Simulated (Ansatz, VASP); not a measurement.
**Two plane-wave programs on SiO2**

```
CELL_PARAMETERS angstrom
4.13873 0.00000 0.00000
0.00000 4.13873 0.00000
0.00000 0.00000 2.64662
ATOMIC_POSITIONS crystal
Si 0.00000 0.00000 0.00000
Si 0.50000 0.50000 0.50000
O 0.30462 0.30462 0.00000
O 0.19538 0.80462 0.50000
O 0.69538 0.69538 0.00000
O 0.80462 0.19538 0.50000
```

Change from the starting cell: volume scaled by 0.98, ions relaxed.

Alike in both runs: functional PBE; k mesh 7 × 7 × 11; occupations fermi-dirac, width 0.02 eV; no spin polarisation.

Ansatz relaxed the structure, and its values are those at the end. VASP's run is a single point on that final structure, the one shown.

```csv
,VASP,Ansatz
version,VASP 6.6.1,Ansatz 0.2.0
potentials or method,"VASP PAW PBE potentials, release 64 (Si, O)","plane-wave PAW, scalar-relativistic"
plane-wave cutoff (eV),520,420
valence electrons in the cell,32,32
```

|  | VASP | Ansatz | Ansatz less VASP |
| --- | --- | --- | --- |
| gap on the k mesh at the Fermi level (eV) | 6.03 | 6.04 | +0.011 |
| pressure (GPa) | 19.9 | 19.7 | -0.23 |
| rms of the force components (eV/Å) | 0.008 | 0.000 | -0.0079 |

The functional is the same, so the differences come from potentials, cutoffs and numerics. Ansatz's warnings: stress scf threshold loose.
